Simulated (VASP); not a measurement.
Wanted: the native input for a VASP 6.6.1 run.

```
Task                   : single point
Functional             : PBE
Potentials or basis    : VASP PAW PBE potentials, release 64 (Cr_pv)
Cutoff                 : 520 eV
k mesh                 : 22 × 22 × 22
Occupations            : gaussian, width 0.15 eV
Spin                   : no spin polarisation
Dipole correction      : no
Further INCAR settings : ALGO = Normal; EDIFF = 1e-06; NBANDS = 12
```

The structure of Cr lies in POSCAR:

```
Cr
1.0
    0.0000000000      1.8400000000      1.8400000000
    1.8400000000      0.0000000000      1.8400000000
    1.8400000000      1.8400000000      0.0000000000
Cr
1
Direct
    0.0000000000      0.0000000000      0.0000000000
```

The input as run:

INCAR

```
ALGO = Normal
EDIFF = 1E-6
ENCUT = 520
GGA = PE
ISIF = 2
ISMEAR = 0
LASPH = True
LCHARG = False
LREAL = False
LWAVE = False
NBANDS = 12
NELM = 100
PREC = Accurate
SIGMA = 0.15
```

KPOINTS

```
k-points
0
Gamma
  22 22 22
```

Potentials or basis: VASP PAW PBE potentials, release 64 (Cr_pv).

Command:

```console
$ cat potpaw_PBE.64/Cr_pv/POTCAR > POTCAR
$ mpirun -np 1 vasp_std > vasp.out
```

Results of the run:

```json
{
 "Pressure": "-10.5 GPa",
 "Band gap on the k mesh": "zero (band 6 reaches 12.03 eV, above the bottom of band 7 at 9.30 eV)"
}
```

Caveat: the run has no spin polarisation, though such a crystal can be magnetic.

Run time: 57 s on 1 thread of Intel Xeon 8259CL (shared host), peak memory 0.16 GiB.
